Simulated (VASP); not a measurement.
A run of VASP 6.6.1:

INCAR

```
SYSTEM = AlCo
  PREC = Accurate
  ENCUT = 520
  EDIFF = 1E-7
  ISMEAR = 0
  SIGMA = 0.1
  LREAL = .False.
  LASPH = .True.
  NELM = 80
  ALGO = Normal
  ISIF = 2
  LWAVE = .False.
  LCHARG = .True.
  GGA = PE
  LELF = .True.
  LVHAR = .True.
  NBANDS = 13
```

The input KPOINTS:

```
regular mesh
0
Gamma
  14 14 14
  0 0 0
```

Contents of POSCAR:

```
AlCo
1.0
    2.8194032100      0.0000000000      0.0000000000
    0.0000000000      2.8194032100      0.0000000000
    0.0000000000      0.0000000000      2.8194032100
Al Co
1 1
Direct
    0.0000000000      0.0000000000      0.0000000000
    0.5000000000      0.5000000000      0.5000000000
```

Potentials or basis: VASP PAW PBE potentials, release 64 (Al, Co).

Run with:

```sh
$ cat potpaw_PBE.64/Al/POTCAR potpaw_PBE.64/Co/POTCAR > POTCAR
$ mpirun -np 1 vasp_std > vasp.out
```

Hardware: 1 thread of Intel Xeon 8259CL, on a shared host.

**Question.** Estimate the wall time of this run.

**Answer.** It took 67 s on 1 thread of Intel Xeon 8259CL (shared host), peak memory 0.16 GiB. Counts: scf iterations 13, k points 120.
